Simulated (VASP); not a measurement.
A run of VASP 6.6.1 is set up as follows.

POSCAR

```
Ir
1.0
    2.7513780000      0.0000000000      0.0000000000
   -1.3756890000      2.3827630000      0.0000000000
    0.0000000000      0.0000000000      4.4622900000
Ir
2
Direct
    0.6666666667      0.3333333333      0.7500000000
    0.3333333333      0.6666666667      0.2500000000
```

The input INCAR.step1:

```
  ALGO = Normal
  EDIFF = 1E-4
  ENCUT = 520
  GGA = PE
  ISMEAR = -1
  LASPH = T
  LCHARG = F
  LREAL = F
  LWAVE = T
  NBANDS = 16
  NELM = 80
  PREC = Accurate
  SIGMA = 0.1
```

The input INCAR.step2:

```
  ALGO = Normal
  EDIFF = 1E-6
  ENCUT = 520
  ISIF = 2
  ISMEAR = -1
  ISTART = 1
  IVDW = 12
  LASPH = T
  LCHARG = F
  LMIXTAU = T
  LREAL = F
  LWAVE = F
  METAGGA = R2SCAN
  NBANDS = 16
  NELM = 80
  PREC = Accurate
  SIGMA = 0.1
  VDW_A1 = 0.49484001
  VDW_A2 = 5.73083694
  VDW_S6 = 1.0
  VDW_S8 = 0.78981345
```

KPOINTS

```
k-points
0
Gamma
  14 14 8
```

Potentials or basis: VASP PAW PBE potentials, release 64 (Ir).

The run is started by

```sh
$ cat potpaw_PBE.64/Ir/POTCAR > POTCAR
$ cp INCAR.step1 INCAR
$ mpirun -np 1 vasp_std > vasp.out
$ cp INCAR.step2 INCAR
$ mpirun -np 1 vasp_std > vasp.out
```

(1) Estimate the dispersion energy per atom.

(2) What does it give for the pressure?

(3) What does it give for the band gap on the k mesh?

Results:

(1) -0.334 eV.

(2) -10.0 GPa.

(3) zero (bands 9 and 10 overlap by 3.27 eV).

Caveat: three body term missing; the cell stands under tension; the PAW data sets were made with another functional, which shifts forces and pressure a little; spin-orbit coupling is left out, which moves the levels of the heavy elements.
